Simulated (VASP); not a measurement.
MnS: relaxation of cell and atoms with PBEsol+D3(BJ)

MnS:

```
CELL_PARAMETERS angstrom
0.00000 2.60450 2.60450
2.60450 0.00000 2.60450
2.60450 2.60450 0.00000
ATOMIC_POSITIONS crystal
Mn 0.00000 0.00000 0.00000
S 0.50000 0.50000 0.50000
```

```
Program                : VASP 6.6.1
Task                   : relaxation of cell and atoms
Functional             : PBEsol
Dispersion             : D3(BJ)
Potentials or basis    : VASP PAW PBE potentials, release 64 (Mn_pv, S)
Cutoff                 : 600 eV
k mesh                 : 9 × 9 × 9
Occupations            : fermi-dirac, width 0.05 eV
Spin                   : collinear spin, ferromagnetic start
Starting moments       : [4.0, 0.0] μB
Dipole correction      : no
Further INCAR settings : ALGO = Normal; EDIFF = 1e-06; IBRION = 2; EDIFFG = -0.005; NSW = 80; ISIF = 3
```

The relaxed volume is 14.40 Å³/atom. The relaxed cell is a = 3.441 Å, b = 3.441 Å, c = 3.441 Å, α = 60.00°, β = 60.00°, γ = 60.00°, the space group after relaxing (to 0.1 Å) is Fm-3m (No. 225) and the energy gained by relaxing is 6.5 meV/atom. The ionic steps are 4 and the pressure after relaxing is 0.0 GPa. The net moment is 3.93 μB per cell, the site moments are Mn +3.65; S +0.05 μB and the valence electrons inside the program's atomic spheres are Mn 11.56; S 3.73. The dispersion energy per atom is -0.299 eV.

The path:
```
step  energy change (eV)  largest force (eV/Å)  pressure (GPa)  volume (Å³)
   1              0.0000                0.0000          -10.50        35.33
   2             -0.0034                0.0000           -3.15        29.74
   3             -0.0051                0.0000            2.99        27.99
   4             -0.0129                0.0000            0.02        28.81
```

Final structure:
```xyz
2
Lattice="0.0000 2.4331 2.4331 2.4331 0.0000 2.4331 2.4331 2.4331 0.0000" Properties=species:S:1:pos:R:3 pbc="T T T"
Mn    0.0000    0.0000    0.0000
S     2.4331    2.4331    2.4331
```

Levels at points of the mesh, in eV from the Fermi level:
Spin up:
| k point | band 9 | band 10 | band 11 | band 12 | band 13 | band 14 | band 15 |
| --- | --- | --- | --- | --- | --- | --- | --- |
| (0.00, 0.00, 0.00) | -3.22 | -2.02 | -2.02 | -2.02 | 3.51 | 9.19 | 9.19 |
Spin down:
| k point | band 5 | band 6 | band 7 | band 8 | band 9 | band 10 | band 11 | band 12 |
| --- | --- | --- | --- | --- | --- | --- | --- | --- |
| (0.00, 0.00, 0.00) | -1.81 | -1.81 | -1.81 | -0.39 | -0.39 | -0.39 | -0.25 | -0.25 |

Run time: 2.8 min on 1 thread of AMD EPYC 9755 128-Core Processor, with other jobs on the host, peak memory 0.19 GiB.

Caveat: the volume moved by over 15 % at a fixed basis, so the end points are rough; the PAW data sets were made with another functional, which shifts forces and pressure a little; a cell with one magnetic atom can't hold antiferromagnetic order, which such compounds often take; semilocal functionals often make such compounds metallic where correlation or magnetic order opens a gap, which also shifts bond lengths. With open d or f shells a metallic result of PBEsol can be an artefact of self-interaction; +U or a hybrid may open a gap.
